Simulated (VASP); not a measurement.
A run of VASP 6.6.1 is set up as follows.

The input INCAR:

```
  PREC = Accurate
  ENCUT = 520
  EDIFF = 1E-6
  ISMEAR = -1
  SIGMA = 0.02
  LREAL = False
  LASPH = True
  NELM = 80
  ALGO = Normal
  ISIF = 2
  LWAVE = False
  LCHARG = False
  NBANDS = 21
```

Contents of KPOINTS:

```
regular mesh
0
Gamma
  10 10 10
```

File POSCAR:

```
Ge
1.0
    0.0000000000      2.8109187205      2.8109187205
    2.8109187205      0.0000000000      2.8109187205
    2.8109187205      2.8109187205      0.0000000000
Ge
2
Direct
   -0.1250000000     -0.1250000000     -0.1250000000
    0.1250000000      0.1250000000      0.1250000000
```

Potentials or basis: VASP PAW LDA potentials, release 64 (Ge_d).

The run is started by

```sh
$ cat potpaw_LDA.64/Ge_d/POTCAR > POTCAR
$ mpirun -np 1 vasp_std > vasp.out
```

Predict the pressure.

0.2 GPa.

Estimate the band gap on the k mesh.

0.03 eV, direct.

A k mesh can miss the band edges.
